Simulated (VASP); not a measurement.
The system is Cu.

```
CELL_PARAMETERS angstrom
0.00000 1.83129 1.83129
1.83129 0.00000 1.83129
1.83129 1.83129 0.00000
ATOMIC_POSITIONS crystal
Cu 0.00000 0.00000 0.00000
```

This cell differs from its parent crystal: volume scaled by 1.04.

Base run:

| Quantity | Value |
| --- | --- |
| Program | VASP 6.6.1 |
| Functional | PBEsol |
| Potentials or basis | VASP PAW PBE potentials, release 64 (Cu) |
| Cutoff | 520 eV |
| k mesh | 13 × 13 × 13 |
| Occupations | fermi-dirac, width 0.05 eV |
| Spin | no spin polarisation |

Its results: pressure -10.7 GPa.

**Question.** The run is repeated on the same cell with these changes: functional from PBEsol to PBEsol-based screened hybrid; k mesh from 13 × 13 × 13 to 7 × 7 × 7. What comes out?

**Answer.** Pressure -8.7 GPa.

Several settings changed at once, so the effect can't be laid on one alone.

Caveats: some runs use coarse meshes; the PAW data sets were made with another functional, which shifts forces and pressure a little.
